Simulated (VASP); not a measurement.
# LaP (lda) (Pm-3m) in VASP: further runs, part 2 of 2

VASP 6.6.1.

## (3) Single point, LDA

INCAR reads:

```
SYSTEM = LaP
PREC = Accurate ; ENCUT = 500
EDIFF = 1E-6 ; ISMEAR = 0
SIGMA = 0.1 ; LREAL = .FALSE.
LASPH = .TRUE. ; NELM = 200
ALGO = Normal ; ISIF = 2
LWAVE = .FALSE. ; LCHARG = .FALSE.
GGA = CA ; NBANDS = 15
GGA_COMPAT = .FALSE. ; LMAXMIX = 6
```

KPOINTS reads:

```
regular mesh
0
G
  12 12 12
  0 0 0
```

POSCAR reads:

```
LaP
1.0
    3.5023020492      0.0000000000      0.0000000000
    0.0000000000      3.5023020492      0.0000000000
    0.0000000000      0.0000000000      3.5023020492
La P
1 1
Direct
    0.0000000000      0.0000000000      0.0000000000
    0.5000000000      0.5000000000      0.5000000000
```

Potentials or basis: VASP PAW LDA potentials, release 64 (La, P).

Run with:

```
$ cat potpaw_LDA.64/La/POTCAR potpaw_LDA.64/P/POTCAR > POTCAR
$ mpirun -np 1 vasp_std > vasp.out
```

OUTCAR:

```text
SYSTEM = LaP
   PREC = Accurate
   ENCUT = 500
   EDIFF = 1E-6
   ISMEAR = 0
   LREAL = .FALSE.
   LASPH = .TRUE.
   NELM = 200
   ISIF = 2
   GGA = CA

 ion  position               nearest neighbor table
   1  0.000  0.000  0.000-   2 3.03   2 3.03   2 3.03   2 3.03   2 3.03   2 3.03   2 3.03   2 3.03

   2  0.500  0.500  0.500-   1 3.03   1 3.03   1 3.03   1 3.03   1 3.03   1 3.03   1 3.03   1 3.03

  LATTYP: Found a simple cubic cell.
 ALAT       =     3.5023020492

  Lattice vectors:

 A1 = (   3.5023020492,   0.0000000000,   0.0000000000)
 A2 = (   0.0000000000,   3.5023020492,   0.0000000000)
 A3 = (   0.0000000000,   0.0000000000,   3.5023020492)

Analysis of symmetry for initial positions (statically):
=====================================================================
 Subroutine PRICEL returns:
 Original cell was already a primitive cell.

 Routine SETGRP: Setting up the symmetry group for a
 simple cubic supercell.

 Subroutine GETGRP returns: Found 48 space group operations
 (whereof 48 operations were pure point group operations)
 out of a pool of 48 trial point group operations.

The static configuration has the point symmetry O_h .

Analysis of symmetry for dynamics (positions and initial velocities):
=====================================================================
 Subroutine PRICEL returns:
 Original cell was already a primitive cell.

 Routine SETGRP: Setting up the symmetry group for a
 simple cubic supercell.

 Subroutine GETGRP returns: Found 48 space group operations
 (whereof 48 operations were pure point group operations)
 out of a pool of 48 trial point group operations.

The dynamic configuration has the point symmetry O_h .

 Subroutine INISYM returns: Found 48 space group operations
 (whereof 48 operations are pure point group operations),
 and found     1 'primitive' translations

----------------------------------------------------------------------------------------

                                     Primitive cell

  volume of cell :      42.9597

  direct lattice vectors                    reciprocal lattice vectors
     3.502302049  0.000000000  0.000000000     0.285526487  0.000000000  0.000000000
     0.000000000  3.502302049  0.000000000     0.000000000  0.285526487  0.000000000
     0.000000000  0.000000000  3.502302049     0.000000000  0.000000000  0.285526487

  length of vectors
     3.502302049  3.502302049  3.502302049     0.285526487  0.285526487  0.285526487

  position of ions in fractional coordinates (direct lattice)
     0.000000000  0.000000000  0.000000000
     0.500000000  0.500000000  0.500000000

  ion indices of the primitive-cell ions
   primitive index   ion index
                 1           1
                 2           2

----------------------------------------------------------------------------------------

 KPOINTS: regular mesh

Automatic generation of k-mesh.
 Grid dimensions read from file:
 generate k-points for:   12   12   12

 Generating k-lattice:

  Cartesian coordinates                     Fractional coordinates (reciprocal lattice)
     0.023793874  0.000000000  0.000000000     0.083333333  0.000000000  0.000000000
     0.000000000  0.023793874  0.000000000     0.000000000  0.083333333  0.000000000
     0.000000000  0.000000000  0.023793874     0.000000000  0.000000000  0.083333333

  Length of vectors
     0.023793874  0.023793874  0.023793874

  Shift w.r.t. Gamma in fractional coordinates (k-lattice)
     0.000000000  0.000000000  0.000000000

 Subroutine IBZKPT returns following result:
 ===========================================

 Found     84 irreducible k-points:

 Following reciprocal coordinates:
            Coordinates               Weight
  0.000000  0.000000  0.000000      1.000000
  0.083333  0.000000  0.000000      6.000000
  0.166667  0.000000  0.000000      6.000000
  0.250000  0.000000  0.000000      6.000000
  0.333333  0.000000  0.000000      6.000000
  0.416667  0.000000  0.000000      6.000000
[... 16 lines left out ...]
  0.333333  0.333333  0.000000     12.000000
[... 29 lines left out ...]
   TEBEG  =    0.0;   TEEND  =   0.0 temperature during run
   PSTRESS=    0.0 pullay stress
   NELECT =      16.0000    total number of electrons
   NUPDOWN=      -1.0000    fix difference up-down
   EMIN   =  10.00;   EMAX   =-10.00  energy-range for DOS
   EFERMI =   0.00;   METHOD = LEGACY
   ISMEAR =     0;   SIGMA  =   0.10  broadening in eV -4-tet -1-fermi 0-gaus
   EFERMI_NEDOS =   21; number of points for ismear=-14 and -15
   IALGO  =     38    algorithm
   IMIX   =      4    mixing-type and parameters
     AMIX     =   0.40;   BMIX     =  1.00
     AMIX_MAG =   1.60;   BMIX_MAG =  1.00
  volume/ion in A,a.u.               =      21.48       144.95
  Fermi-wavevector in a.u.,A,eV,Ry     =   1.177862  2.225837 18.876177  1.387360
  Thomas-Fermi vector in A             =   2.314202
   LORBIT       =      0    0 simple, 1 ext, 2 COOP (PROOUT), +10 PAW based schemes
   GGA     = CA    functional components
   LHFCALC =     F    Hartree Fock is set to
   AEXX    =    0.0000 exact exchange contribution
   IVDW    =     0    specifies the selected vdW correction
   LEPSILON=     F    determine dielectric tensor
   LRPA    =     F    only Hartree local field effects (RPA)
 non-spin polarized calculation
 Gauss-broadening in eV      SIGMA  =   0.10
  energy-cutoff  :      500.00
  volume of cell :       42.96
 maximum number of plane-waves:      1108
 NGX is ok and might be reduce to    28
   NGX = 13   NGY = 13   NGZ = 13

 number of electron      15.9999998 magnetization

 Free energy of the ion-electron system (eV)
  ---------------------------------------------------
  ext. energy  EPLUGINS =         0.00000000
  ---------------------------------------------------
  free energy    TOTEN  =       -14.06396856 eV

  energy without entropy =      -14.05909866  energy(sigma->0) =      -14.06153361

 E-fermi :   9.5759     XC(G=0): -11.0836

 val. band max:        9.5363255733   @ k =   0.0833   0.0833   0.0000
 cond. band min:       9.5886986392   @ k =   0.1667   0.0833   0.0000
 fundamental gap:      0.0523730659
 Fermi energy:         9.5759217417

 k-point     1 :       0.0000    0.0000    0.0000
  band No.  band energies     occupation
      1     -22.5158      2.00000
      2      -5.7329      2.00000
      3      -5.7329      2.00000
      4      -5.7329      2.00000
      5      -0.7429      2.00000
      6       8.4921      2.00000
      7       8.4921      2.00000
      8       9.9627      0.00000
      9       9.9627      0.00000
     10       9.9627      0.00000
     11      12.1752      0.00000
     12      12.1752      0.00000
     13      12.1752      0.00000
     14      12.5706      0.00000
[... 401 lines left out ...]
      2      -7.0302      2.00000
      3      -6.6865      2.00000
      4      -5.4419      2.00000
      5       0.5621      2.00000
      6       6.9420      2.00000
      7       8.0038      2.00000
      8       9.4463      1.93327
      9      10.4649      0.00000
     10      11.8971      0.00000
     11      12.0514      0.00000
     12      12.0889      0.00000
     13      12.2536      0.00000
     14      12.4433      0.00000
     15      12.5757      0.00000

 [... further k-points ...]
[... 5 lines left out ...]
  --------------------------------------------------------------------------------------
  -------------------------------------------------------------------------------------
  Total        1.2700606      1.2700606      1.2700606     -0.0000000     -0.0000000      0.0000000
  in kB       47.3668190     47.3668190     47.3668190     -0.0000000     -0.0000000      0.0000000
  external PRESSURE =      47.3668190 kB  Pullay stress =       0.0000000 kB

 VOLUME and BASIS-vectors are now :
 -----------------------------------------------------------------------------
  energy-cutoff  :      500.00
  volume of cell :       42.96
      direct lattice vectors                 reciprocal lattice vectors
     3.502302049  0.000000000  0.000000000     0.285526487  0.000000000  0.000000000
     0.000000000  3.502302049  0.000000000     0.000000000  0.285526487  0.000000000
     0.000000000  0.000000000  3.502302049     0.000000000  0.000000000  0.285526487

 POSITION                                       TOTAL-FORCE (eV/Angst)
 -----------------------------------------------------------------------------------
      0.00000      0.00000      0.00000         0.000000      0.000000      0.000000
      1.75115      1.75115      1.75115         0.000000      0.000000      0.000000
 -----------------------------------------------------------------------------------
    total drift:                               -0.000000      0.000000      0.000000

  FREE ENERGIE OF THE ION-ELECTRON SYSTEM (eV)
  ---------------------------------------------------
  free  energy   TOTEN  =       -14.0639685609 eV

  energy  without entropy=      -14.0590986619  energy(sigma->0) =      -14.06153361
```

OSZICAR:

```text
N       E                     dE             d eps       ncg     rms          rms(c)
DAV:   1     0.114187971865E+03    0.11419E+03   -0.56605E+03  2584   0.144E+03
DAV:   2    -0.266681575045E+01   -0.11685E+03   -0.10457E+03  3002   0.208E+02
DAV:   3    -0.138071358124E+02   -0.11140E+02   -0.10682E+02  3748   0.934E+01
DAV:   4    -0.143011265179E+02   -0.49399E+00   -0.48735E+00  4301   0.156E+01
DAV:   5    -0.143262040920E+02   -0.25078E-01   -0.25063E-01  3559   0.289E+00    0.477E+00
DAV:   6    -0.140984335185E+02    0.22777E+00   -0.83364E-01  4339   0.505E+00    0.304E+00
DAV:   7    -0.140721341957E+02    0.26299E-01   -0.31625E-02  4208   0.202E+00    0.157E+00
DAV:   8    -0.140643245939E+02    0.78096E-02   -0.84595E-03  4527   0.885E-01    0.206E-01
DAV:   9    -0.140639792315E+02    0.34536E-03   -0.14955E-03  4217   0.471E-01    0.627E-02
DAV:  10    -0.140639683194E+02    0.10912E-04   -0.12873E-04  4293   0.109E-01    0.426E-02
DAV:  11    -0.140639685609E+02   -0.24145E-06   -0.85803E-06  4226   0.193E-02
   1 F= -.14063969E+02 E0= -.14061534E+02  d E =-.486990E-02
```

stdout:

```text
POSCAR found type information on POSCAR LaP
 POSCAR found :  2 types and       2 ions
 scaLAPACK will be used
 LDA part: xc-table for (Slater(with rela. corr.)+CA(PZ))
 , standard interpolation
 POSCAR, INCAR and KPOINTS ok, starting setup
 FFT: planning ... GRIDC
 FFT: planning ... GRID_SOFT
 FFT: planning ... GRID
 WAVECAR not read
 entering main loop
```

It took 72 s on 1 thread of Intel Xeon 8259CL, shared host; peak memory 0.2 GiB.

Results:

| Item | Value |
| --- | --- |
| Free energy | -14.0640 eV |
| Pressure | 4.7 GPa |
| Band gap on the k mesh | zero (band 8 reaches 9.96 eV, above the bottom of band 9 at 9.28 eV) |

Caveat: spin-orbit coupling is left out, which moves the levels of the heavy elements.

## (4) Single point, LDA

This run uses another cell than the first one, of 22.61 Å³/atom, 1.053 times its volume.

INCAR reads:

```
SYSTEM = LaP
PREC     = Accurate       ! precision mode
ENCUT    = 500            ! plane-wave cutoff, eV
EDIFF    = 1E-6           ! SCF threshold, eV
ISMEAR   = 0              ! smearing method
SIGMA    = 0.1            ! smearing width, eV
LREAL    = .FALSE.        ! projectors in reciprocal space
LASPH    = .TRUE.         ! aspherical terms in the spheres
NELM     = 200            ! most SCF steps
ALGO     = Normal         ! electronic algorithm
ISIF     = 2              ! what is computed and relaxed
LWAVE    = .FALSE.        ! write WAVECAR
LCHARG   = .TRUE.         ! write CHGCAR
LELF     = .TRUE.         ! ELF
LVHAR    = .TRUE.       
NBANDS   = 15             ! bands
GGA_COMPAT= .FALSE.      
LMAXMIX  = 6              ! l up to which the mixer works
```

KPOINTS reads:

```
Automatic mesh
0
G
  12 12 12
  0 0 0
```

POSCAR reads:

```
LaP
1.0
    3.5625653295      0.0000000000      0.0000000000
    0.0000000000      3.5625653295      0.0000000000
    0.0000000000      0.0000000000      3.5625653295
La P
1 1
Direct
    0.0000000000      0.0000000000      0.0000000000
    0.5000000000      0.5000000000      0.5000000000
```

Run with:

```
$ cat potpaw_LDA.64/La/POTCAR potpaw_LDA.64/P/POTCAR > POTCAR
$ mpirun -np 1 vasp_std > vasp.out
```

It took 85 s on 1 thread of Intel Xeon 8259CL, shared host; peak memory 0.2 GiB.

Results (log left out):

| Property | Result |
| --- | --- |
| Free energy | -14.0965 eV |
| Pressure | -0.1 GPa |
| Band gap on the k mesh | zero (band 8 reaches 9.30 eV, above the bottom of band 9 at 8.68 eV) |

Levels at points of the mesh, in eV from the Fermi level:
```tsv
k point	band 4	band 5	band 6	band 7	band 8	band 9	band 10	band 11	band 12	band 13
(0.00, 0.00, 0.00)	-15.48	-10.18	-0.96	-0.96	0.31	0.31	0.31	2.43	2.43	2.43
(0.50, 0.00, 0.00)	-15.32	-8.25	-4.18	-0.89	-0.89	0.22	1.66	2.28	2.43	2.43
(0.50, 0.50, 0.00)	-15.19	-9.22	-1.67	-1.67	0.10	0.35	2.39	2.39	2.42	2.42
(0.50, 0.50, 0.50)	-16.31	-7.99	-4.15	-4.15	-4.15	2.48	2.48	2.48	2.82	2.82
```

Caveat: spin-orbit coupling is left out, which moves the levels of the heavy elements.

## (5) Relaxation of cell and atoms, LDA, target pressure 40 GPa, at which the enthalpy is minimised

This run uses another cell than the first one, of 17.07 Å³/atom, 0.795 times its volume.

INCAR reads:

```
SYSTEM = LaP
ALGO     = Normal         ! electronic algorithm
EDIFF    = 1E-7           ! SCF threshold, eV
EDIFFG   = -0.004         ! ionic threshold
ENCUT    = 500            ! plane-wave cutoff, eV
GGA_COMPAT= .FALSE.      
IBRION   = 2              ! ionic algorithm
ISIF     = 3              ! what is computed and relaxed
ISMEAR   = 0              ! smearing method
LASPH    = .TRUE.         ! aspherical terms in the spheres
LCHARG   = .FALSE.        ! write CHGCAR
LMAXMIX  = 6              ! l up to which the mixer works
LREAL    = .FALSE.        ! projectors in reciprocal space
LWAVE    = .FALSE.        ! write WAVECAR
NELM     = 200            ! most SCF steps
NELMIN   = 4            
NSW      = 70             ! ionic steps
PREC     = Accurate       ! precision mode
PSTRESS  = 400.0        
SIGMA    = 0.1            ! smearing width, eV
```

KPOINTS reads:

```
k-points
0
G
  12 12 12
  0 0 0
```

POSCAR reads:

```
LaP
1.0
    3.2440793386      0.0000000000      0.0000000000
    0.0000000000      3.2440793386      0.0000000000
    0.0000000000      0.0000000000      3.2440793386
La P
1 1
Direct
    0.0000000000      0.0000000000      0.0000000000
    0.5000000000      0.5000000000      0.5000000000
```

Run with:

```
$ cat potpaw_LDA.64/La/POTCAR potpaw_LDA.64/P/POTCAR > POTCAR
$ mpirun -np 1 vasp_std > vasp.out
```

Run time: 88 s. Hardware: 1 thread of Intel Xeon 8259CL, shared host; peak memory 0.18 GiB.

The run converged. Its results:

* Free energy: -12.9785 eV
* Relaxed volume: 17.06 Å³/atom
* Relaxed cell: a = 3.243 Å, b = 3.243 Å, c = 3.243 Å, α = 90.00°, β = 90.00°, γ = 90.00°
* Space group after relaxing (to 0.05 Å): Pm-3m (No. 221)
* Energy change on relaxing (the enthalpy is what falls): +2.9 meV/atom
* Ionic steps: 3
* Pressure after relaxing: 40.0 GPa
* Band gap on the k mesh: zero (band 8 reaches 13.44 eV, above the bottom of band 9 at 11.84 eV)

Step by step:
| step | energy change (eV) | largest force (eV/Å) | pressure (GPa) | volume (Å³) |
| --- | --- | --- | --- | --- |
| 1 | 0.0000 | 0.0000 | 39.87 | 34.14 |
| 2 | 0.0174 | 0.0000 | 40.32 | 34.07 |
| 3 | 0.0058 | 0.0000 | 39.99 | 34.12 |

Final structure:
```xyz
2
Lattice="3.2433 0.0000 0.0000 0.0000 3.2433 0.0000 0.0000 0.0000 3.2433" Properties=species:S:1:pos:R:3 pbc="T T T"
La    0.0000    0.0000    0.0000
P     1.6217    1.6217    1.6217
```

Levels at points of the mesh, in eV from the Fermi level:
| k point | band 5 | band 6 | band 7 | band 8 | band 9 | band 10 | band 11 | band 12 |
| --- | --- | --- | --- | --- | --- | --- | --- | --- |
| (0.00, 0.00, 0.00) | -10.87 | -1.82 | -1.82 | 0.84 | 0.84 | 0.84 | 3.31 | 3.31 |
| (0.50, 0.00, 0.00) | -7.48 | -4.75 | -1.27 | -1.27 | -0.06 | 1.57 | 3.21 | 3.33 |
| (0.50, 0.50, 0.00) | -10.29 | -1.38 | -1.38 | 0.24 | 0.35 | 2.58 | 2.58 | 3.46 |
| (0.50, 0.50, 0.50) | -8.17 | -5.65 | -5.65 | -5.65 | 3.56 | 3.56 | 3.56 | 4.06 |

Caveat: the cell is relaxed towards a set pressure, so the enthalpy falls and the energy may rise; spin-orbit coupling is left out, which moves the levels of the heavy elements.

## (6) Relaxation of cell and atoms, LDA, target pressure 30 GPa, at which the enthalpy is minimised

This run uses another cell than the first one, of 17.95 Å³/atom, 0.836 times its volume.

INCAR reads:

```
SYSTEM = LaP
PREC = Accurate
ENCUT = 500
EDIFF = 1E-7
ISMEAR = 0
SIGMA = 0.1
LREAL = .FALSE.
LASPH = .TRUE.
NELM = 200
ALGO = Normal
ISIF = 3
LWAVE = .FALSE.
LCHARG = .FALSE.
GGA = CA
IBRION = 2
NSW = 70
EDIFFG = -0.004
PSTRESS = 300.0
GGA_COMPAT = .FALSE.
NELMIN = 4
LMAXMIX = 6
```

KPOINTS reads:

```
Automatic mesh
0
G
  12 12 12
  0 0 0
```

POSCAR reads:

```
LaP
1.0
    3.2991587388      0.0000000000      0.0000000000
    0.0000000000      3.2991587388      0.0000000000
    0.0000000000      0.0000000000      3.2991587388
La P
1 1
Direct
    0.0000000000      0.0000000000      0.0000000000
    0.5000000000      0.5000000000      0.5000000000
```

Potentials or basis: VASP PAW LDA potentials, release 64 (La, P).

Run with:

```
$ cat potpaw_LDA.64/La/POTCAR potpaw_LDA.64/P/POTCAR > POTCAR
$ mpirun -np 1 vasp_std > vasp.out
```

Wall time 76 s (1 thread of Intel Xeon 8259CL, shared host); peak memory 0.18 GiB.

It converged, with:

| Item | Value |
| --- | --- |
| Free energy | -13.3649 eV |
| Relaxed volume | 17.95 Å³/atom |
| Relaxed cell | a = 3.299 Å, b = 3.299 Å, c = 3.299 Å, α = 90.00°, β = 90.00°, γ = 90.00° |
| Space group after relaxing (to 0.05 Å) | Pm-3m (No. 221) |
| Energy change on relaxing (the enthalpy is what falls) | +1.6 meV/atom |
| Ionic steps | 3 |
| Pressure after relaxing | 30.0 GPa |
| Band gap on the k mesh | zero (band 8 reaches 12.60 eV, above the bottom of band 9 at 11.25 eV) |

The path:
```
step  energy change (eV)  largest force (eV/Å)  pressure (GPa)  volume (Å³)
   1              0.0000                0.0000           29.92        35.91
   2              0.0083                0.0000           30.16        35.87
   3              0.0032                0.0000           29.99        35.89
```

Final structure:
```cif
data_structure
_symmetry_space_group_name_H-M 'P 1'
_symmetry_Int_Tables_number 1
_cell_length_a 3.2986
_cell_length_b 3.2986
_cell_length_c 3.2986
_cell_angle_alpha 90.000
_cell_angle_beta 90.000
_cell_angle_gamma 90.000
_cell_volume 35.89
loop_
_atom_site_label
_atom_site_type_symbol
_atom_site_fract_x
_atom_site_fract_y
_atom_site_fract_z
_atom_site_occupancy
La1 La 0.00000 0.00000 0.00000 1
P1 P 0.50000 0.50000 0.50000 1
```

Levels at points of the mesh, in eV from the Fermi level:
| k point | band 4 | band 5 | band 6 | band 7 | band 8 | band 9 | band 10 | band 11 | band 12 |
| --- | --- | --- | --- | --- | --- | --- | --- | --- | --- |
| (0.00, 0.00, 0.00) | -14.76 | -10.77 | -1.64 | -1.64 | 0.72 | 0.72 | 0.72 | 3.16 | 3.16 |
| (0.50, 0.00, 0.00) | -14.42 | -7.68 | -4.67 | -1.19 | -1.19 | 0.00 | 1.63 | 3.04 | 3.17 |
| (0.50, 0.50, 0.00) | -14.14 | -10.07 | -1.46 | -1.46 | 0.20 | 0.36 | 2.56 | 2.56 | 3.25 |
| (0.50, 0.50, 0.50) | -16.23 | -8.13 | -5.35 | -5.35 | -5.35 | 3.36 | 3.36 | 3.36 | 3.83 |

Caveat: the cell is relaxed towards a set pressure, so the enthalpy falls and the energy may rise; spin-orbit coupling is left out, which moves the levels of the heavy elements.

## (7) Overview

```csv
task,cell,gap on the mesh (eV),pressure (GPa)
single point,"a = 3.502 Å, 2 atoms",none,4.7
single point,"a = 3.563 Å, 2 atoms",none,-0.1
relaxation of cell and atoms,"relaxed to 40 GPa from a = 3.244 Å, 2 atoms",none,40.0
relaxation of cell and atoms,"relaxed to 30 GPa from a = 3.299 Å, 2 atoms",none,30.0
```

Alike in all rows: level LDA; potentials or basis VASP PAW LDA potentials, release 64 (La, P); no spin polarisation; k mesh 12 × 12 × 12; cutoff (eV) 500; smearing gaussian 0.1 eV.

Caveats: spin-orbit coupling is left out, which moves the levels of the heavy elements; the cell is relaxed towards a set pressure, so the enthalpy falls and the energy may rise (some runs).

Total energies depend on the potentials used, so only differences within one code and one set of settings carry meaning.
